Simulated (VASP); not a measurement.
# SrO (P4/nmm) in VASP: notebook

Runs on SrO. Level: PBE. Tasks: single point.

Everything below comes from runs of VASP 6.6.1. Logs are shortened: lines on timing, memory, paths and dates and some standing lists are left out, and cuts for length are marked.

## Step 1: The cell of the first run

The structure is tetragonal, space group P4/nmm (No. 129). Conventional cell: a = 4.486 Å, b = 4.486 Å, c = 3.597 Å, α = 90.00°, β = 90.00°, γ = 90.00°. Within 3.2 Å of Sr (site symmetry 4mm) lie 4 O at 2.44 Å. Within 3.2 Å of O (site symmetry -4m2) lie 4 Sr at 2.44 Å and 4 O at 3.17 Å.

## Step 2: Single point, PBE

Contents of INCAR:

```
ALGO = Normal ; EDIFF = 1E-6
ENCUT = 520 ; GGA = PE
ISIF = 2 ; ISMEAR = 0
LASPH = True ; LCHARG = False
LREAL = False ; LWAVE = False
NBANDS = 24 ; NELM = 100
PREC = Accurate ; SIGMA = 0.05
```

Contents of KPOINTS:

```
k-points
0
Gamma
  8 8 6
```

Contents of POSCAR:

```
SrO
1.0
    4.4863742577      0.0000000000      0.0000000000
    0.0000000000      4.4863742577      0.0000000000
    0.0000000000      0.0000000000      3.5966252849
Sr O
2 2
Direct
    0.5000000000      0.0000000000      0.2703680608
    0.0000000000      0.5000000000      0.7296319392
    0.0000000000      0.0000000000      0.0000000000
    0.5000000000      0.5000000000      0.0000000000
```

Potentials or basis: VASP PAW PBE potentials, release 64 (Sr_sv, O).

Started as:

```
> cat potpaw_PBE.64/Sr_sv/POTCAR potpaw_PBE.64/O/POTCAR > POTCAR
> mpirun -np 1 vasp_std > vasp.out
```

OUTCAR:

```text
EDIFF = 1E-6
   ENCUT = 520
   GGA = PE
   ISIF = 2
   ISMEAR = 0
   LASPH = True
   LREAL = False
   NELM = 100
   PREC = Accurate

 ion  position               nearest neighbor table
   1  0.500  0.000  0.270-   3 2.44   4 2.44   4 2.44   3 2.44   4 3.45   3 3.45   3 3.45   4 3.45
                             2 3.58   2 3.58   2 3.58   2 3.58   2 3.72   2 3.72   2 3.72   2 3.72
   2  0.000  0.500  0.730-   3 2.44   4 2.44   3 2.44   4 2.44   3 3.45   3 3.45   4 3.45   4 3.45
                             1 3.58   1 3.58   1 3.58   1 3.58   1 3.72   1 3.72   1 3.72   1 3.72
   3  0.000  0.000  0.000-   1 2.44   2 2.44   2 2.44   1 2.44   2 3.45   2 3.45   1 3.45   1 3.45

   4  0.500  0.500  0.000-   1 2.44   2 2.44   1 2.44   2 2.44   2 3.45   1 3.45   2 3.45   1 3.45

  LATTYP: Found a simple tetragonal cell.
 ALAT       =     4.4863742577
 C/A-ratio  =     0.8016774969

  Lattice vectors:

 A1 = (   4.4863742577,   0.0000000000,   0.0000000000)
 A2 = (   0.0000000000,   4.4863742577,   0.0000000000)
 A3 = (   0.0000000000,   0.0000000000,   3.5966252849)

Analysis of symmetry for initial positions (statically):
=====================================================================
 Subroutine PRICEL returns:
 Original cell was already a primitive cell.

 Routine SETGRP: Setting up the symmetry group for a
 simple tetragonal supercell.

 Subroutine GETGRP returns: Found 16 space group operations
 (whereof  8 operations were pure point group operations)
 out of a pool of 16 trial point group operations.

The static configuration has the point symmetry D_2d.
 The point group associated with its full space group is D_4h.

Analysis of symmetry for dynamics (positions and initial velocities):
=====================================================================
 Subroutine PRICEL returns:
 Original cell was already a primitive cell.

 Routine SETGRP: Setting up the symmetry group for a
 simple tetragonal supercell.

 Subroutine GETGRP returns: Found 16 space group operations
 (whereof  8 operations were pure point group operations)
 out of a pool of 16 trial point group operations.

The dynamic configuration has the point symmetry D_2d.
 The point group associated with its full space group is D_4h.

 Subroutine INISYM returns: Found 16 space group operations
 (whereof  8 operations are pure point group operations),
 and found     1 'primitive' translations

----------------------------------------------------------------------------------------

                                     Primitive cell

  volume of cell :      72.3913

  direct lattice vectors                    reciprocal lattice vectors
     4.486374258  0.000000000  0.000000000     0.222897142  0.000000000  0.000000000
     0.000000000  4.486374258  0.000000000     0.000000000  0.222897142  0.000000000
     0.000000000  0.000000000  3.596625285     0.000000000  0.000000000  0.278038417

  length of vectors
     4.486374258  4.486374258  3.596625285     0.222897142  0.222897142  0.278038417

  position of ions in fractional coordinates (direct lattice)
     0.500000000  0.000000000  0.270368061
     0.000000000  0.500000000  0.729631939
     0.000000000  0.000000000  0.000000000
     0.500000000  0.500000000  0.000000000

  ion indices of the primitive-cell ions
   primitive index   ion index
                 1           1
                 2           2
                 3           3
                 4           4

----------------------------------------------------------------------------------------

 KPOINTS: k-points

Automatic generation of k-mesh.
 Grid dimensions read from file:
 generate k-points for:    8    8    6

 Generating k-lattice:

  Cartesian coordinates                     Fractional coordinates (reciprocal lattice)
     0.027862143  0.000000000  0.000000000     0.125000000  0.000000000  0.000000000
     0.000000000  0.027862143  0.000000000     0.000000000  0.125000000  0.000000000
     0.000000000  0.000000000  0.046339736     0.000000000  0.000000000  0.166666667

  Length of vectors
     0.027862143  0.027862143  0.046339736

  Shift w.r.t. Gamma in fractional coordinates (k-lattice)
     0.000000000  0.000000000  0.000000000

 Subroutine IBZKPT returns following result:
 ===========================================

 Found     60 irreducible k-points:

 Following reciprocal coordinates:
            Coordinates               Weight
  0.000000  0.000000  0.000000      1.000000
  0.125000  0.000000  0.000000      4.000000
  0.250000  0.000000  0.000000      4.000000
  0.375000  0.000000  0.000000      4.000000
  0.500000  0.000000  0.000000      2.000000
  0.125000  0.125000  0.000000      4.000000
[... 16 lines left out ...]
  0.375000  0.125000  0.166667     16.000000
  0.500000  0.125000  0.166667      8.000000
 [... further k-points ...]
   k-points           NKPTS =     60   k-points in BZ     NKDIM =     60   number of bands    NBANDS=     24
   number of dos      NEDOS =    301   number of ions     NIONS =      4
   total plane-waves  NPLWV =  36288
   dimension x,y,z NGX =    36 NGY =   36 NGZ =   28
   dimension x,y,z NGXF=    72 NGYF=   72 NGZF=   56
   ions per type =               2   2
   NGX,Y,Z   is equivalent  to a cutoff of  13.34, 13.34, 12.94 a.u.
   NGXF,Y,Z  is equivalent  to a cutoff of  26.68, 26.68, 25.88 a.u.
 SYSTEM =  unknown system
   PREC   = accura    normal or accurate (medium, high low for compatibility)
   ISTART =      0    job   : 0-new  1-cont  2-samecut
   ICHARG =      2    charge: 1-file 2-atom 10-const
   ISPIN  =      1    spin polarized calculation?
   LNONCOLLINEAR =      F non collinear calculations
   LSORBIT =      F    spin-orbit coupling
   LASPH  =      T    aspherical Exc in radial PAW
   ENCUT  =  520.0 eV  38.22 Ry    6.18 a.u.   8.34  8.34  6.69*2*pi/ulx,y,z
   NELM   =    100;   NELMIN=  2; NELMDL= -5     # of ELM steps
   EDIFF  = 0.1E-05   stopping-criterion for ELM
   LREAL  =      F    real-space projection
   EDIFFG = 0.1E-04   stopping-criterion for IOM
   NSW    =      0    number of steps for IOM
   IBRION =     -1    ionic relax: 0-MD 1-quasi-New 2-CG
   NFREE  =      0    steps in history (QN), initial steepest desc. (CG)
   ISIF   =      2    stress and relaxation
   ISYM   =      2    0-nonsym 1-usesym 2-fastsym
   POTIM  = 0.5000    time-step for ionic-motion
   TEBEG  =    0.0;   TEEND  =   0.0 temperature during run
   PSTRESS=    0.0 pullay stress
   NELECT =      32.0000    total number of electrons
   NUPDOWN=      -1.0000    fix difference up-down
   EMIN   =  10.00;   EMAX   =-10.00  energy-range for DOS
   EFERMI =   0.00;   METHOD = LEGACY
   ISMEAR =     0;   SIGMA  =   0.05  broadening in eV -4-tet -1-fermi 0-gaus
   EFERMI_NEDOS =   21; number of points for ismear=-14 and -15
   IALGO  =     38    algorithm
   IMIX   =      4    mixing-type and parameters
     AMIX     =   0.40;   BMIX     =  1.00
     AMIX_MAG =   1.60;   BMIX_MAG =  1.00
  volume/ion in A,a.u.               =      18.10       122.13
  Fermi-wavevector in a.u.,A,eV,Ry     =   1.247085  2.356649 21.160070  1.555221
  Thomas-Fermi vector in A             =   2.381233
   LORBIT       =      0    0 simple, 1 ext, 2 COOP (PROOUT), +10 PAW based schemes
   GGA     = PE    functional components
   LHFCALC =     F    Hartree Fock is set to
   AEXX    =    0.0000 exact exchange contribution
   IVDW    =     0    specifies the selected vdW correction
   LEPSILON=     F    determine dielectric tensor
   LRPA    =     F    only Hartree local field effects (RPA)
 non-spin polarized calculation
 Gauss-broadening in eV      SIGMA  =   0.05
  energy-cutoff  :      520.00
  volume of cell :       72.39
 maximum number of plane-waves:      1972
 NGX is ok and might be reduce to    36
   NGX = 17   NGY = 17   NGZ = 13

 number of electron      32.0000004 magnetization

 Free energy of the ion-electron system (eV)
  ---------------------------------------------------
  ext. energy  EPLUGINS =         0.00000000
  ---------------------------------------------------
  free energy    TOTEN  =       -22.99667513 eV

  energy without entropy =      -22.99667513  energy(sigma->0) =      -22.99667513

 E-fermi :   2.0198     XC(G=0):  -9.7117

 val. band max:        1.7424415326   @ k =   0.2500   0.2500   0.0000
 cond. band min:       4.2635014481   @ k =   0.0000   0.0000   0.0000
 fundamental gap:      2.5210599155
 Fermi energy:         2.0198383513

 k-point     1 :       0.0000    0.0000    0.0000
  band No.  band energies     occupation
      1     -31.2754      2.00000
      2     -31.1024      2.00000
      3     -14.3555      2.00000
      4     -13.6065      2.00000
      5     -13.6065      2.00000
      6     -13.4541      2.00000
[... 16 lines left out ...]
     23       8.9340      0.00000
     24      11.5661      0.00000

 k-point     2 :       0.1250    0.0000    0.0000
  band No.  band energies     occupation
      1     -31.2680      2.00000
      2     -31.1081      2.00000
      3     -14.4138      2.00000
      4     -14.0346      2.00000
      5     -13.5821      2.00000
      6     -13.0983      2.00000
[... 16 lines left out ...]
     23       9.1375      0.00000
     24      11.5432      0.00000

 k-point     3 :       0.2500    0.0000    0.0000
  band No.  band energies     occupation
      1     -31.2473      2.00000
      2     -31.1249      2.00000
      3     -14.5585      2.00000
      4     -14.4208      2.00000
      5     -13.5124      2.00000
      6     -13.2279      2.00000
[... 16 lines left out ...]
     23       9.6530      0.00000
     24      11.3433      0.00000
[... 514 lines left out ...]
 k-point    23 :       0.3750    0.1250    0.1667
  band No.  band energies     occupation
      1     -31.1985      2.00000
      2     -31.1452      2.00000
      3     -14.8262      2.00000
      4     -14.7313      2.00000
      5     -13.4218      2.00000
      6     -13.2528      2.00000
[... 16 lines left out ...]
     23      10.2576      0.00000
     24      11.0061      0.00000

 k-point    24 :       0.5000    0.1250    0.1667
  band No.  band energies     occupation
      1     -31.1710      2.00000
      2     -31.1710      2.00000
      3     -14.8428      2.00000
      4     -14.8428      2.00000
      5     -13.3434      2.00000
      6     -13.3434      2.00000
[... 16 lines left out ...]
     23      10.9946      0.00000
     24      10.9946      0.00000

 [... further k-points ...]
[... 5 lines left out ...]
  --------------------------------------------------------------------------------------
  -------------------------------------------------------------------------------------
  Total        0.3449738      0.3449738      0.1754080      0.0000000     -0.0000000      0.0000000
  in kB        7.6350252      7.6350252      3.8821628      0.0000000     -0.0000000      0.0000000
  external PRESSURE =       6.3840711 kB  Pullay stress =       0.0000000 kB

 VOLUME and BASIS-vectors are now :
 -----------------------------------------------------------------------------
  energy-cutoff  :      520.00
  volume of cell :       72.39
      direct lattice vectors                 reciprocal lattice vectors
     4.486374258  0.000000000  0.000000000     0.222897142  0.000000000  0.000000000
     0.000000000  4.486374258  0.000000000     0.000000000  0.222897142  0.000000000
     0.000000000  0.000000000  3.596625285     0.000000000  0.000000000  0.278038417

 POSITION                                       TOTAL-FORCE (eV/Angst)
 -----------------------------------------------------------------------------------
      2.24319      0.00000      0.97241        -0.000000      0.000000      0.068801
      0.00000      2.24319      2.62421         0.000000      0.000000     -0.068801
      0.00000      0.00000      0.00000        -0.000000     -0.000000      0.000000
      2.24319      2.24319      0.00000         0.000000      0.000000      0.000000
 -----------------------------------------------------------------------------------
    total drift:                                0.000000      0.000000      0.000000

  FREE ENERGIE OF THE ION-ELECTRON SYSTEM (eV)
  ---------------------------------------------------
  free  energy   TOTEN  =       -22.9966751312 eV

  energy  without entropy=      -22.9966751312  energy(sigma->0) =      -22.99667513
```

It took 57 s on 1 thread of AMD EPYC 9R45 (Zen 5), shared host; peak memory 0.21 GiB.

What came out:

```yaml
Free_energy: -22.9967 eV
Pressure: 0.6 GPa
Largest_force: 0.069 eV/Å
Band_gap_on_the_k_mesh: 2.52 eV, indirect (least direct gap 2.59 eV)
```

Forces on the atoms (eV/Å):
```
Sr   0.000  0.000  0.069
Sr   0.000  0.000 -0.069
O    0.000  0.000  0.000
O    0.000  0.000  0.000
```

Stress tensor (GPa, compression positive):
```
0.76 0.00 0.00
0.00 0.76 0.00
0.00 0.00 0.39
```

## Step 3: Single point, PBE (volume scaled by 0.945)

INCAR is that of step 2.

Contents of KPOINTS:

```
k-points
0
Gamma
  8 8 10
```

Contents of POSCAR:

```
SrO
1.0
    4.4397249141      0.0000000000      0.0000000000
    0.0000000000      4.4397249141      0.0000000000
    0.0000000000      0.0000000000      3.4706105104
Sr O
2 2
Direct
    0.5000000000      0.0000000000      0.2917570792
    0.0000000000      0.5000000000      0.7082429208
    0.0000000000      0.0000000000      0.0000000000
    0.5000000000      0.5000000000      0.0000000000
```

Potentials or basis: VASP PAW PBE potentials, release 64 (Sr_sv, O).

Started as:

```
> cat potpaw_PBE.64/Sr_sv/POTCAR potpaw_PBE.64/O/POTCAR > POTCAR
> mpirun -np 1 vasp_std > vasp.out
```

It took 83 s on 1 thread of AMD EPYC 9R45 (Zen 5), shared host; peak memory 0.24 GiB.

Results (log left out):

| Item | Value |
| --- | --- |
| Free energy | -22.9730 eV |
| Pressure | 2.3 GPa |
| Largest force | 0.073 eV/Å |
| Band gap on the k mesh | 2.98 eV, indirect (least direct gap 3.04 eV) |

Forces on the atoms (eV/Å):
```
Sr   0.000  0.000  0.073
Sr   0.000  0.000 -0.073
O    0.000  0.000  0.000
O    0.000  0.000  0.000
```

Stress tensor (GPa, compression positive):
```
2.44 0.00 0.00
0.00 2.44 0.00
0.00 0.00 2.01
```

Levels at points of the mesh, in eV from the valence-band top:
```csv
k point,band 13,band 14,band 15,band 16,band 17,band 18,band 19,band 20
"(0.00, 0.00, 0.00)",-1.04,-0.48,-0.06,-0.06,2.98,4.42,4.63,5.90
"(0.50, 0.00, 0.00)",-0.75,-0.75,-0.54,-0.54,4.20,4.20,5.73,5.73
"(0.50, 0.50, 0.00)",-0.71,-0.71,-0.25,-0.25,4.37,4.37,5.71,5.71
"(0.00, 0.00, 0.50)",-1.69,-1.69,-0.48,-0.48,6.29,6.70,6.70,7.52
"(0.50, 0.00, 0.50)",-1.38,-1.38,-0.92,-0.92,5.73,5.73,6.03,6.03
"(0.50, 0.50, 0.50)",-1.09,-1.09,-0.48,-0.48,5.29,5.29,5.65,5.65
```
